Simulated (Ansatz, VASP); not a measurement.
# One calculation of SiBr7, two programs

```
CELL_PARAMETERS angstrom
0.00000 4.95016 4.95016
4.95016 0.00000 4.95016
4.95016 4.95016 0.00000
ATOMIC_POSITIONS crystal
Si 0.50000 0.50000 0.50000
Br 0.00000 0.00000 0.00000
Br 0.00000 0.50000 0.00000
Br 0.50000 0.00000 0.00000
Br 0.00000 0.50000 0.50000
Br 0.50000 0.00000 0.50000
Br 0.00000 0.00000 0.50000
Br 0.50000 0.50000 0.00000
```

Change from the starting cell: species swapped into the CuPt7 type (Fm-3m, No. 225).

Alike in both runs: task single point; functional PBE; k mesh 4 × 4 × 4; occupations gaussian, width 0.1 eV; no spin polarisation.

```csv
,VASP,Ansatz
version,VASP 6.6.1,Ansatz 0.2.0
potentials or method,"VASP PAW PBE potentials, release 64 (Si, Br), cutoff 520 eV","scalar-relativistic, plane waves, PAW"
valence electrons in the cell,53,53
```

```tsv
	VASP	Ansatz	Ansatz less VASP
gap on the k mesh at the Fermi level (eV)	none	none	-
pressure (GPa)	-3.4	-3.4	0.00
```

A gap of «none» marks a metal or a gap that the smearing closes.
